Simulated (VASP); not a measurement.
# GdSi3 (Pm-3m) in VASP: single point with PBE+U

Aim: the single point of GdSi3 with PBE+U.

Program: VASP 6.6.1. These are calculated values, not measurements. Logs are shortened: lines on timing, memory, paths and dates and some standing lists are left out, and cuts for length are marked.

### Step 1. The cell of the first run

Symmetry: Pm-3m, No. 221, cubic system. The conventional cell has a = 4.165 Å, b = 4.165 Å, c = 4.165 Å, α = 90.00°, β = 90.00°, γ = 90.00°. Within 3.9 Å of Gd (site symmetry m-3m) lie 12 Si at 2.94 Å. Si (site symmetry 4/mmm) has 4 Gd at 2.94 Å and 8 Si at 2.94 Å within 3.9 Å.

### Step 2. Single point, PBE+U

File INCAR:

```
PREC = Accurate ; ENCUT = 520
EDIFF = 1E-6 ; ISMEAR = 0
SIGMA = 0.05 ; LREAL = F
LASPH = T ; NELM = 150
ALGO = Normal ; ISIF = 2
LWAVE = F ; LCHARG = F
LMAXMIX = 6 ; LDAU = T
LDAUTYPE = 2 ; LDAUL = 3 -1
LDAUU = 6 0 ; LDAUJ = 0 0
LDAUPRINT = 1 ; GGA = PE
NBANDS = 23
```

File KPOINTS:

```
Automatic mesh
0
Gamma
  8 8 8
```

File POSCAR:

```
GdSi3
1.0
    4.1647486593      0.0000000000      0.0000000000
    0.0000000000      4.1647486593      0.0000000000
    0.0000000000      0.0000000000      4.1647486593
Gd Si
1 3
Direct
    0.0000000000      0.0000000000      0.0000000000
    0.0000000000      0.5000000000      0.5000000000
    0.5000000000      0.5000000000      0.0000000000
    0.5000000000      0.0000000000      0.5000000000
```

Potentials or basis: VASP PAW PBE potentials, release 64 (Gd, Si).

Started as:

```sh
$ cat potpaw_PBE.64/Gd/POTCAR potpaw_PBE.64/Si/POTCAR > POTCAR
$ mpirun -np 1 vasp_std > vasp.out
```

OUTCAR:

```text
PREC = Accurate
   ENCUT = 520
   EDIFF = 1E-6
   ISMEAR = 0
   LREAL = F
   LASPH = T
   NELM = 150
   ISIF = 2
   GGA = PE

 ion  position               nearest neighbor table
   1  0.000  0.000  0.000-   2 2.94   3 2.94   4 2.94   2 2.94   4 2.94   2 2.94   3 2.94   2 2.94
                             3 2.94   4 2.94   4 2.94   3 2.94
   2  0.000  0.500  0.500-   1 2.94   3 2.94   4 2.94   1 2.94   3 2.94   1 2.94   4 2.94   1 2.94
                             3 2.94   4 2.94   3 2.94   4 2.94
   3  0.500  0.500  0.000-   1 2.94   2 2.94   4 2.94   2 2.94   4 2.94   1 2.94   4 2.94   4 2.94
                             1 2.94   2 2.94   2 2.94   1 2.94
   4  0.500  0.000  0.500-   1 2.94   2 2.94   3 2.94   1 2.94   3 2.94   2 2.94   3 2.94   3 2.94
                             1 2.94   2 2.94   1 2.94   2 2.94

  LATTYP: Found a simple cubic cell.
 ALAT       =     4.1647486593

  Lattice vectors:

 A1 = (   4.1647486593,   0.0000000000,   0.0000000000)
 A2 = (   0.0000000000,   4.1647486593,   0.0000000000)
 A3 = (   0.0000000000,   0.0000000000,   4.1647486593)

Analysis of symmetry for initial positions (statically):
=====================================================================
 Subroutine PRICEL returns:
 Original cell was already a primitive cell.

 Routine SETGRP: Setting up the symmetry group for a
 simple cubic supercell.

 Subroutine GETGRP returns: Found 48 space group operations
 (whereof 48 operations were pure point group operations)
 out of a pool of 48 trial point group operations.

The static configuration has the point symmetry O_h .

Analysis of symmetry for dynamics (positions and initial velocities):
=====================================================================
 Subroutine PRICEL returns:
 Original cell was already a primitive cell.

 Routine SETGRP: Setting up the symmetry group for a
 simple cubic supercell.

 Subroutine GETGRP returns: Found 48 space group operations
 (whereof 48 operations were pure point group operations)
 out of a pool of 48 trial point group operations.

The dynamic configuration has the point symmetry O_h .

 Subroutine INISYM returns: Found 48 space group operations
 (whereof 48 operations are pure point group operations),
 and found     1 'primitive' translations

----------------------------------------------------------------------------------------

                                     Primitive cell

  volume of cell :      72.2381

  direct lattice vectors                    reciprocal lattice vectors
     4.164748659  0.000000000  0.000000000     0.240110528  0.000000000  0.000000000
     0.000000000  4.164748659  0.000000000     0.000000000  0.240110528  0.000000000
     0.000000000  0.000000000  4.164748659     0.000000000  0.000000000  0.240110528

  length of vectors
     4.164748659  4.164748659  4.164748659     0.240110528  0.240110528  0.240110528

[... 97 lines left out ...]
   EMIN   =  10.00;   EMAX   =-10.00  energy-range for DOS
   EFERMI =   0.00;   METHOD = LEGACY
   ISMEAR =     0;   SIGMA  =   0.05  broadening in eV -4-tet -1-fermi 0-gaus
   EFERMI_NEDOS =   21; number of points for ismear=-14 and -15
   IALGO  =     38    algorithm
   IMIX   =      4    mixing-type and parameters
     AMIX     =   0.40;   BMIX     =  1.00
     AMIX_MAG =   1.60;   BMIX_MAG =  1.00
  volume/ion in A,a.u.               =      18.06       121.87
  Fermi-wavevector in a.u.,A,eV,Ry     =   1.221405  2.308121 20.297590  1.491831
  Thomas-Fermi vector in A             =   2.356589
   LORBIT       =      0    0 simple, 1 ext, 2 COOP (PROOUT), +10 PAW based schemes
 LDA+U is selected, type is set to LDAUTYPE =  2
   angular momentum for each species LDAUL =     3   -1
   U (eV)           for each species LDAUU =   6.0  0.0
   J (eV)           for each species LDAUJ =   0.0  0.0
   GGA     = PE    functional components
   LHFCALC =     F    Hartree Fock is set to
   AEXX    =    0.0000 exact exchange contribution
   IVDW    =     0    specifies the selected vdW correction
   LEPSILON=     F    determine dielectric tensor
   LRPA    =     F    only Hartree local field effects (RPA)
 non-spin polarized calculation
 Gauss-broadening in eV      SIGMA  =   0.05
  energy-cutoff  :      520.00
  volume of cell :       72.24
 maximum number of plane-waves:      1964
 NGX is ok and might be reduce to    32
   NGX = 15   NGY = 15   NGZ = 15

atom =   1  type =  1  l = 3

 onsite density matrix

spin component  1

  0.4900 -0.0000 -0.3811  0.0000 -0.0000 -0.0000  0.0000
 -0.0000  0.0139  0.0000 -0.0000 -0.0000 -0.0000 -0.0000
 -0.3811  0.0000  0.6868  0.0000  0.0000 -0.0000 -0.0000
  0.0000 -0.0000  0.0000  0.1947 -0.0000  0.0000  0.0000
 -0.0000 -0.0000  0.0000 -0.0000  0.6868  0.0000  0.3811
 -0.0000 -0.0000 -0.0000  0.0000  0.0000  0.9820 -0.0000
  0.0000 -0.0000 -0.0000  0.0000  0.3811 -0.0000  0.4900

spin component  2

  0.4900 -0.0000 -0.3811  0.0000 -0.0000 -0.0000  0.0000
 -0.0000  0.0139  0.0000 -0.0000 -0.0000 -0.0000 -0.0000
 -0.3811  0.0000  0.6868  0.0000  0.0000 -0.0000 -0.0000
  0.0000 -0.0000  0.0000  0.1947 -0.0000  0.0000  0.0000
 -0.0000 -0.0000  0.0000 -0.0000  0.6868  0.0000  0.3811
 -0.0000 -0.0000 -0.0000  0.0000  0.0000  0.9820 -0.0000
  0.0000 -0.0000 -0.0000  0.0000  0.3811 -0.0000  0.4900

 occupancies and eigenvectors

  o =  0.0139  v =  0.0000  1.0000  0.0000  0.0000 -0.0000  0.0000 -0.0000  0.0000  0.0000  0.0000  0.0000  0.0000  0.0000  0.0000      0.0000  0.0000  0.0000  0.0000  0.0000  0.0000  0.0000  0.0000  0.0000  0.0000  0.0000  0.0000  0.0000  0.0000
  o =  0.0139  v =  0.0000  0.0000  0.0000  0.0000  0.0000  0.0000  0.0000  0.0000  1.0000  0.0000  0.0000 -0.0000  0.0000 -0.0000      0.0000  0.0000  0.0000  0.0000  0.0000  0.0000  0.0000  0.0000  0.0000  0.0000  0.0000  0.0000  0.0000  0.0000
  o =  0.1947  v = -0.0005  0.0000 -0.0004 -0.0006  0.6124  0.0000 -0.7906  0.0000  0.0000  0.0000  0.0000  0.0000  0.0000  0.0000      0.0000  0.0000  0.0000  0.0000  0.0000  0.0000  0.0000  0.0000  0.0000  0.0000  0.0000  0.0000  0.0000  0.0000
  o =  0.1947  v =  0.0000  0.0000  0.0000  0.0000  0.0000  0.0000  0.0000 -0.0005  0.0000 -0.0004 -0.0006  0.6124  0.0000 -0.7906      0.0000  0.0000  0.0000  0.0000  0.0000  0.0000  0.0000  0.0000  0.0000  0.0000  0.0000  0.0000  0.0000  0.0000
  o =  0.1947  v = -0.7906  0.0000 -0.6124  0.0001 -0.0004 -0.0000  0.0005  0.0000  0.0000  0.0000  0.0000  0.0000  0.0000  0.0000      0.0000  0.0000  0.0000  0.0000  0.0000  0.0000  0.0000  0.0000  0.0000  0.0000  0.0000  0.0000  0.0000  0.0000
  o =  0.1947  v =  0.0000  0.0000  0.0000  0.0000  0.0000  0.0000  0.0000 -0.7906  0.0000 -0.6124  0.0001 -0.0004 -0.0000  0.0005      0.0000  0.0000  0.0000  0.0000  0.0000  0.0000  0.0000  0.0000  0.0000  0.0000  0.0000  0.0000  0.0000  0.0000
  o =  0.1947  v = -0.0001  0.0000 -0.0001 -1.0000 -0.0004 -0.0000  0.0005  0.0000  0.0000  0.0000  0.0000  0.0000  0.0000  0.0000      0.0000  0.0000  0.0000  0.0000  0.0000  0.0000  0.0000  0.0000  0.0000  0.0000  0.0000  0.0000  0.0000  0.0000
  o =  0.1947  v =  0.0000  0.0000  0.0000  0.0000  0.0000  0.0000  0.0000 -0.0001  0.0000 -0.0001 -1.0000 -0.0004 -0.0000  0.0005      0.0000  0.0000  0.0000  0.0000  0.0000  0.0000  0.0000  0.0000  0.0000  0.0000  0.0000  0.0000  0.0000  0.0000
  o =  0.9820  v =  0.0000  0.0000  0.0000  0.0000  0.0000  0.0000  0.0000  0.0000 -0.0000 -0.0000 -0.0000  0.0006  1.0000  0.0005      0.0000  0.0000  0.0000  0.0000  0.0000  0.0000  0.0000  0.0000  0.0000  0.0000  0.0000  0.0000  0.0000  0.0000
  o =  0.9820  v =  0.0000 -0.0000 -0.0000 -0.0000  0.0006  1.0000  0.0005  0.0000  0.0000  0.0000  0.0000  0.0000  0.0000  0.0000      0.0000  0.0000  0.0000  0.0000  0.0000  0.0000  0.0000  0.0000  0.0000  0.0000  0.0000  0.0000  0.0000  0.0000
  o =  0.9820  v =  0.0000  0.0000  0.0000  0.0000  0.0000  0.0000  0.0000 -0.0000  0.0000 -0.0000  0.0000  0.7906 -0.0008  0.6124      0.0000  0.0000  0.0000  0.0000  0.0000  0.0000  0.0000  0.0000  0.0000  0.0000  0.0000  0.0000  0.0000  0.0000
  o =  0.9820  v = -0.0000  0.0000 -0.0000  0.0000  0.7906 -0.0008  0.6124  0.0000  0.0000  0.0000  0.0000  0.0000  0.0000  0.0000      0.0000  0.0000  0.0000  0.0000  0.0000  0.0000  0.0000  0.0000  0.0000  0.0000  0.0000  0.0000  0.0000  0.0000
  o =  0.9820  v =  0.6124  0.0000 -0.7906  0.0000 -0.0000 -0.0000  0.0000  0.0000  0.0000  0.0000  0.0000  0.0000  0.0000  0.0000      0.0000  0.0000  0.0000  0.0000  0.0000  0.0000  0.0000  0.0000  0.0000  0.0000  0.0000  0.0000  0.0000  0.0000
  o =  0.9820  v =  0.0000  0.0000  0.0000  0.0000  0.0000  0.0000  0.0000  0.6124  0.0000 -0.7906  0.0000 -0.0000 -0.0000  0.0000      0.0000  0.0000  0.0000  0.0000  0.0000  0.0000  0.0000  0.0000  0.0000  0.0000  0.0000  0.0000  0.0000  0.0000

 number of electron      29.9999986 magnetization

 Free energy of the ion-electron system (eV)
  ---------------------------------------------------
  ext. energy  EPLUGINS =         0.00000000
  ---------------------------------------------------
  free energy    TOTEN  =       -17.64768316 eV

  energy without entropy =      -17.63702648  energy(sigma->0) =      -17.64235482

 E-fermi :   7.2148     XC(G=0): -11.0258

 val. band max:        7.2007816940   @ k =   0.3750   0.2500   0.1250
 cond. band min:       7.2202242422   @ k =   0.5000   0.3750   0.1250
 fundamental gap:      0.0194425483
 Fermi energy:         7.2148205081

 k-point     1 :       0.0000    0.0000    0.0000
  band No.  band energies     occupation
      1     -35.6858      2.00000
      2     -13.6044      2.00000
      3     -13.6044      2.00000
      4     -13.6044      2.00000
      5      -4.4227      2.00000
      6       1.8960      2.00000
[... 613 lines left out ...]
     22      10.3235      0.00000
     23      11.2502      0.00000

 [... further k-points ...]
[... 5 lines left out ...]
  --------------------------------------------------------------------------------------
  -------------------------------------------------------------------------------------
  Total       -1.5013687     -1.5013687     -1.5013687     -0.0000000      0.0000000     -0.0000000
  in kB      -33.2990272    -33.2990272    -33.2990272     -0.0000000      0.0000000     -0.0000000
  external PRESSURE =     -33.2990272 kB  Pullay stress =       0.0000000 kB

 VOLUME and BASIS-vectors are now :
 -----------------------------------------------------------------------------
  energy-cutoff  :      520.00
  volume of cell :       72.24
      direct lattice vectors                 reciprocal lattice vectors
     4.164748659  0.000000000  0.000000000     0.240110528  0.000000000  0.000000000
     0.000000000  4.164748659  0.000000000     0.000000000  0.240110528  0.000000000
     0.000000000  0.000000000  4.164748659     0.000000000  0.000000000  0.240110528

 POSITION                                       TOTAL-FORCE (eV/Angst)
 -----------------------------------------------------------------------------------
      0.00000      0.00000      0.00000         0.000000      0.000000      0.000000
      0.00000      2.08237      2.08237         0.000000      0.000000      0.000000
      2.08237      2.08237      0.00000         0.000000      0.000000      0.000000
      2.08237      0.00000      2.08237         0.000000      0.000000      0.000000
 -----------------------------------------------------------------------------------
    total drift:                               -0.000000      0.000000      0.000000

  FREE ENERGIE OF THE ION-ELECTRON SYSTEM (eV)
  ---------------------------------------------------
  free  energy   TOTEN  =       -17.6476831565 eV

  energy  without entropy=      -17.6370264812  energy(sigma->0) =      -17.64235482
```

It took 1.8 min on 1 thread of Intel Xeon Platinum 8375C at 2.90GHz (Ice Lake), shared host; peak memory 0.22 GiB.

What came out:

```yaml
Free_energy: -17.6477 eV
Pressure: -3.3 GPa
Band_gap_on_the_k_mesh: zero (band 15 reaches 7.50 eV, above the bottom of band 16 at 6.85 eV)
```

Eigenvalues of the final occupation matrices:
```
    site  spin  trace                         eigenvalues
site 1 f     1   3.54  0.01 0.19 0.19 0.19 0.98 0.98 0.98
site 1 f     2   3.54  0.01 0.19 0.19 0.19 0.98 0.98 0.98
```

Caveat: spin-orbit coupling is left out, which moves the levels of the heavy elements; U without spin polarisation on a metal has little footing. Spin polarisation is off, so any magnetic state and its effect on volume and gap are missing.
